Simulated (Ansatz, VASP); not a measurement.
## Two plane-wave programs on CdF2

```
CELL_PARAMETERS angstrom
0.00000 2.65759 2.65759
2.65759 0.00000 2.65759
2.65759 2.65759 0.00000
ATOMIC_POSITIONS crystal
Cd 0.00000 0.00000 0.00000
F 0.25000 0.25000 0.25000
F 0.75000 0.75000 0.75000
```

Alike in both runs: task single point; functional LDA; k mesh 6 × 6 × 6; occupations methfessel-paxton of order 1, width 0.01 eV; no spin polarisation.

|  | VASP | Ansatz |
| --- | --- | --- |
| version | VASP 6.6.1 | Ansatz 0.2.0 |
| potentials or method | VASP PAW LDA potentials, release 64 (Cd_sv_GW, F), cutoff 600 eV | plane waves, PAW |
| valence electrons in the cell | 34 | 34 |

VASP gave:

- pressure (GPa): -1.8

Question: Estimate Ansatz's values.

Answer: Pressure (GPa): -1.2.

LDA's correlation is that of Perdew and Zunger in VASP and of Perdew and Wang (1992) in Ansatz.
